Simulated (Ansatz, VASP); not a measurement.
## Zr2HS4 in VASP and in Ansatz

Contents of INCAR:

```
SYSTEM = Zr2HS4
PREC = Accurate ; ENCUT = 400
EDIFF = 1E-6 ; ISMEAR = 0
SIGMA = 0.05 ; LREAL = .FALSE.
LASPH = .TRUE. ; NELM = 120
ALGO = Normal ; ISIF = 2
LWAVE = .FALSE. ; LCHARG = .FALSE.
LDIPOL = .TRUE. ; IDIPOL = 3
DIPOL = 0.5 0.5 0.283 ; GGA = PE
IVDW = 12 ; NBANDS = 62
GGA_COMPAT = .FALSE. ; NELMDL = -8
```

File KPOINTS:

```
regular mesh
0
G
  6 6 1
  0 0 0
```

The input POSCAR:

```
Zr2HS4
1.0
    7.2976778227      0.0000000000      0.0000000000
   -3.6488389114      6.3199743831      0.0000000000
    0.0000000000      0.0000000000     20.9171506047
S Zr H
8 4 2
Direct
    0.3333333333      0.1666666667      0.1912306354
    0.3333333333      0.6666666667      0.1912306354
    0.8333333333      0.1666666667      0.1912306354
    0.8333333333      0.6666666667      0.1912306354
    0.1666666667      0.3333333333      0.3306927762
    0.1666666667      0.8333333333      0.3306927762
    0.6666666667      0.3333333333      0.3306927762
    0.6666666667      0.8333333333      0.3306927762
    0.0000000000      0.0000000000      0.2609617058
    0.0000000000      0.5000000000      0.2609617058
    0.5000000000      0.0000000000      0.2609617058
    0.5000000000      0.5000000000      0.2609617058
    0.3803136712      0.7606273424      0.4134000260
    0.4530196621      0.9060393242      0.4134000260
```

Input for Ansatz:

```yaml
crystal:
  lattice:
    - [7.2976778227, 0.0, 0.0]
    - [-3.6488389114, 6.3199743831, 0.0]
    - [0.0, 0.0, 20.9171506047]
  atoms:
    - { symbol: S, position: [0.3333333333, 0.1666666667, 0.1912306354] }
    - { symbol: S, position: [0.3333333333, 0.6666666667, 0.1912306354] }
    - { symbol: S, position: [0.8333333333, 0.1666666667, 0.1912306354] }
    - { symbol: S, position: [0.8333333333, 0.6666666667, 0.1912306354] }
    - { symbol: Zr, position: [0.0, 0.0, 0.2609617058] }
    - { symbol: Zr, position: [0.0, 0.5, 0.2609617058] }
    - { symbol: Zr, position: [0.5, 0.0, 0.2609617058] }
    - { symbol: Zr, position: [0.5, 0.5, 0.2609617058] }
    - { symbol: S, position: [0.1666666667, 0.3333333333, 0.3306927762] }
    - { symbol: S, position: [0.1666666667, 0.8333333333, 0.3306927762] }
    - { symbol: S, position: [0.6666666667, 0.3333333333, 0.3306927762] }
    - { symbol: S, position: [0.6666666667, 0.8333333333, 0.3306927762] }
    - { symbol: H, position: [0.3803136712, 0.7606273424, 0.413400026] }
    - { symbol: H, position: [0.4530196621, 0.9060393242, 0.413400026] }
basis:
  ecutwfc: 420
kpoints:
  mp_grid: { grid: [6, 6, 1] }
hamiltonian:
  xc: pbe
  pseudopotentials: { kind: paw, azcp: { folder: soft_1 } }
  dispersion: d3bj
scf:
  occupations: { method: gaussian, width: 0.05 }
output:
  forces: true
  eigenvalues: true
  write_density: true
  write_potential: true
  elf: true
  volumetric_format: npy
efield:
  axis: 3
  dipole_correction: true
  ramp_width: 0.04
```

Alike in both runs: task single point; functional PBE; dispersion D3(BJ); k mesh 6 × 6 × 1; occupations gaussian, width 0.05 eV; no spin polarisation.

|  | VASP | Ansatz |
| --- | --- | --- |
| version | VASP 6.6.1 | Ansatz 0.2.0 |
| potentials or method | VASP PAW PBE potentials, release 64 (S, Zr_sv, H), cutoff 400 eV | scalar-relativistic, plane waves, PAW |
| valence electrons in the cell | 98 | 98 |

```tsv
	VASP	Ansatz	Ansatz less VASP
gap on the k mesh at the Fermi level (eV)	1.09	1.10	+0.003
least direct gap on the mesh (eV)	1.09	1.10	+0.003
rms of the force components (eV/Å)	0.733	0.742	+0.0091
```

Ansatz's warnings: xc potential rough in thin density.
